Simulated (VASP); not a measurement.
Input of a VASP 6.6.1 run:

INCAR

```
SYSTEM = AlN
PREC = Accurate
ENCUT = 520
EDIFF = 1E-7
ISMEAR = 0
SIGMA = 0.05
LREAL = .False.
LASPH = .True.
NELM = 100
ALGO = Normal
ISIF = 2
LWAVE = .False.
LCHARG = .False.
GGA = PE
NBANDS = 11
```

File KPOINTS:

```
Automatic mesh
0
Gamma
  10 10 10
  0 0 0
```

POSCAR

```
AlN
1.0
   -0.1685652057      2.0572077564      2.0572077564
    2.0572077564     -0.1685652057      2.0572077564
    2.0572077564      2.0572077564     -0.1685652057
Al N
1 1
Direct
    0.5000000000      0.5000000000      0.5000000000
    0.0000000000      0.0000000000      0.0000000000
```

Potentials or basis: VASP PAW PBE potentials, release 64 (Al, N).

Command:

```console
$ cat potpaw_PBE.64/Al/POTCAR potpaw_PBE.64/N/POTCAR > POTCAR
$ mpirun -np 1 vasp_std > vasp.out
```

(1) Estimate the pressure.

(2) Predict the band gap on the k mesh.

Results:

(1) -26.7 GPa.

(2) 1.78 eV, indirect (least direct gap 2.26 eV).
